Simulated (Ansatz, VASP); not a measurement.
## Mo in VASP and in Ansatz

File INCAR:

```
PREC = Accurate
ENCUT = 520
EDIFF = 1E-7
ISMEAR = 0
SIGMA = 0.15
LREAL = False
LASPH = True
NELM = 80
ALGO = Normal
ISIF = 2
LWAVE = False
LCHARG = False
GGA = PS
NBANDS = 13
```

The input KPOINTS:

```
Automatic mesh
0
Gamma
  18 18 18
```

POSCAR

```
Mo
1.0
    2.5987348773      0.0000000000      0.0000000000
   -1.2993674387      2.2505704215      0.0000000000
    0.0000000000      0.0000000000      2.6829397350
Mo
1
Direct
    0.0000000000      0.0000000000      0.5000000000
```

Input for Ansatz:

```yaml
crystal:
  lattice:
    - [2.5987348773, 0.0, 0.0]
    - [-1.2993674387, 2.2505704215, 0.0]
    - [0.0, 0.0, 2.682939735]
  atoms:
    - { symbol: Mo, position: [0.0, 0.0, 0.5] }
basis:
  ecutwfc: 420
kpoints:
  mp_grid: { grid: [18, 18, 18] }
hamiltonian:
  xc: pbesol
scf:
  occupations: { method: gaussian, width: 0.15 }
output:
  forces: true
  stress: true
  eigenvalues: true
```

Change from the starting cell: strain -0.050 along x and y, +0.050 along z, atoms carried along.

Alike in both runs: task single point; functional PBEsol; k mesh 18 × 18 × 18; occupations gaussian, width 0.15 eV; no spin polarisation.

|  | VASP | Ansatz |
| --- | --- | --- |
| version | VASP 6.6.1 | Ansatz 0.2.0 |
| potentials or method | VASP PAW PBE potentials, release 64 (Mo_sv), cutoff 520 eV | scalar-relativistic, plane waves, PAW |
| valence electrons in the cell | 14 | 14 |

|  | VASP | Ansatz | Ansatz less VASP |
| --- | --- | --- | --- |
| gap on the k mesh at the Fermi level (eV) | none | none | - |
| pressure (GPa) | 13.3 | 12.7 | -0.66 |
| traceless stress, the component that is largest in VASP (GPa) | -25.22 | -25.06 | +0.156 |

VASP's potentials were made for PBE, not for PBEsol. A gap of «none» marks a metal or a gap that the smearing closes.
